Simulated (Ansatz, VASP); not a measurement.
# Two plane-wave programs on Ta2N

File INCAR:

```
PREC = Accurate
ENCUT = 520
EDIFF = 1E-6
ISMEAR = 0
SIGMA = 0.15
LREAL = False
LASPH = True
NELM = 60
ALGO = Normal
ISIF = 2
LWAVE = False
LCHARG = True
LELF = True
LVHAR = True
NBANDS = 20
```

Contents of KPOINTS:

```
Automatic mesh
0
Gamma
  18 18 10
```

POSCAR

```
Ta2N
1.0
    3.1997046047      0.0000000000      0.0000000000
   -1.5998523024      2.7710254722      0.0000000000
    0.0000000000      0.0000000000      4.6171737445
Ta N
2 1
Direct
    0.6666666667      0.3333333333      0.7466885012
    0.3333333333      0.6666666667      0.2533114988
    0.0000000000      0.0000000000      0.0000000000
```

Input for Ansatz:

```yaml
crystal:
  lattice:
    - [3.1997046047, 0.0, 0.0]
    - [-1.5998523024, 2.7710254722, 0.0]
    - [0.0, 0.0, 4.6171737445]
  atoms:
    - { symbol: Ta, position: [0.6666666667, 0.3333333333, 0.7466885012] }
    - { symbol: Ta, position: [0.3333333333, 0.6666666667, 0.2533114988] }
    - { symbol: "N", position: [0.0, 0.0, 0.0] }
basis:
  ecutwfc: 520.0
kpoints:
  mp_grid: { grid: [18, 18, 10] }
hamiltonian:
  xc: lda
  pseudopotentials: { kind: paw, azcp: { folder: soft_1 } }
scf:
  occupations: { method: gaussian, width: 0.15 }
output:
  forces: true
  stress: true
  eigenvalues: true
  write_density: true
  write_potential: true
  elf: true
  volumetric_format: npy
```

Alike in both runs: task single point; functional LDA; k mesh 18 × 18 × 10; occupations gaussian, width 0.15 eV; no spin polarisation.

|  | VASP | Ansatz |
| --- | --- | --- |
| version | VASP 6.6.1 | Ansatz 0.2.0 |
| potentials or method | VASP PAW LDA potentials, release 64 (Ta_pv, N), cutoff 520 eV | scalar-relativistic, plane waves, PAW |
| valence electrons in the cell | 27 | 31 |

|  | VASP | Ansatz | Ansatz less VASP |
| --- | --- | --- | --- |
| gap on the k mesh at the Fermi level (eV) | none | none | - |
| pressure (GPa) | -12.6 | -13.9 | -1.28 |
| traceless stress, the component that is largest in VASP (GPa) | 12.22 | 12.26 | +0.046 |
| rms of the force components (eV/Å) | 0.374 | 0.395 | +0.0207 |

Ansatz warns that its potentials were made for another functional, while VASP's fit it. LDA's correlation is that of Perdew and Zunger in VASP and of Perdew and Wang (1992) in Ansatz. Atom by atom the forces differ by 0.021 eV/Å (rms over components). A gap of «none» marks a metal or a gap that the smearing closes. VASP's potentials hold 27 valence electrons a cell and Ansatz's 31, so a difference there can come from the potentials and not from the codes.

Neither program's run includes spin-orbit coupling.
